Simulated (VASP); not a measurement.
Crystal: P.

```xyz
2
Lattice="-1.6915 2.5152 1.8589 1.6915 -2.5152 1.8589 1.6915 2.5152 -1.8589" Properties=species:S:1:pos:R:3 pbc="T T T"
P     1.6915    1.2576    1.6607
P     0.0000    1.2576    0.1982
```

```yaml
Program: VASP 6.6.1
Task: relaxation of cell and atoms
Functional: PBE
Dispersion: D4
Potentials_or_basis: VASP PAW PBE potentials, release 64 (P)
Cutoff: 600 eV
k_mesh: 11 × 11 × 11
Occupations: fermi-dirac, width 0.05 eV
Spin: no spin polarisation
```

At the start: pressure -1.9 GPa; volume 15.82 Å³/atom.

Question: How do energy, volume and symmetry change on relaxing?

Answer: Over 11 steps the energy falls by 14.3 meV/atom and the volume is 14.86 Å³/atom (-6.1 %); space group Imma (No. 74, to 0.1 Å) before and after.

Step by step:
```tsv
step	energy change (eV)	largest force (eV/Å)	pressure (GPa)	volume (Å³)
1	0.0000	0.3160	-1.92	31.63
2	-0.0152	0.2151	-0.42	30.78
3	-0.0183	0.1663	0.73	30.19
4	-0.0264	0.0261	-0.27	30.06
5	-0.0270	0.0733	-0.62	30.02
6	-0.0285	0.0477	0.30	29.67
7	-0.0285	0.0276	0.14	29.73
8	-0.0286	0.0069	-0.13	29.74
9	-0.0286	0.0138	-0.04	29.74
10	-0.0286	0.0135	-0.04	29.74
11	-0.0287	0.0069	-0.06	29.72
```

Final structure:
```cif
data_structure
_symmetry_space_group_name_H-M 'P 1'
_symmetry_Int_Tables_number 1
_cell_length_a 3.4793
_cell_length_b 3.4793
_cell_length_c 3.4793
_cell_angle_alpha 121.666
_cell_angle_beta 89.888
_cell_angle_gamma 118.489
_cell_volume 29.72
loop_
_atom_site_label
_atom_site_type_symbol
_atom_site_fract_x
_atom_site_fract_y
_atom_site_fract_z
_atom_site_occupancy
P1 P 0.71104 0.96104 0.75000 1
P2 P 0.28896 0.03896 0.25000 1
```
